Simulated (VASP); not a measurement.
## AlCo3: single point with LDA

The system is AlCo3.

```
Al Co
1.0
     3.65649    0.00000    0.00000
     0.00000    3.65649    0.00000
     0.00000    0.00000    3.65649
Al Co
1 3
Direct
  0.00000 0.00000 0.00000
  0.50000 0.50000 0.00000
  0.50000 0.00000 0.50000
  0.00000 0.50000 0.50000
```

- Program: VASP 6.6.1
- Task: single point
- Functional: LDA
- Potentials or basis: VASP PAW LDA potentials, release 64 (Al, Co)
- Cutoff: 520 eV
- k mesh: 7 × 7 × 7
- Occupations: methfessel-paxton, width 0.15 eV
- Spin: collinear spin, ferromagnetic start
- Starting moments: [0.0, 2.5, 2.5, 2.5] μB

```json
{
  "Pressure": "-23.4 GPa",
  "Net moment": "3.91 μB per cell",
  "Site moments": "Al -0.03; Co +1.33 μB",
  "Valence electrons inside the program's atomic spheres": "Al 0.80; Co 8.20"
}
```

Levels at points of the mesh, in eV from the Fermi level:
Spin up:
```
           k point  band 13  band 14  band 15  band 16  band 17  band 18  band 19  band 20  band 21  band 22
(0.00, 0.00, 0.00)    -0.40    -0.19    -0.19    -0.19     0.81     0.81     0.81     6.36     6.36     6.54
```
Spin down:
```csv
k point,band 11,band 12,band 13,band 14,band 15,band 16
"(0.00, 0.00, 0.00)",0.50,0.50,0.89,0.89,0.89,0.89
```

Run time: 48 s on 1 thread of Intel(R) Xeon(R) Platinum 8375C CPU @ 2.90GHz (Ice Lake) (shared host), peak memory 0.16 GiB.

Caveat: the cell stands under tension.
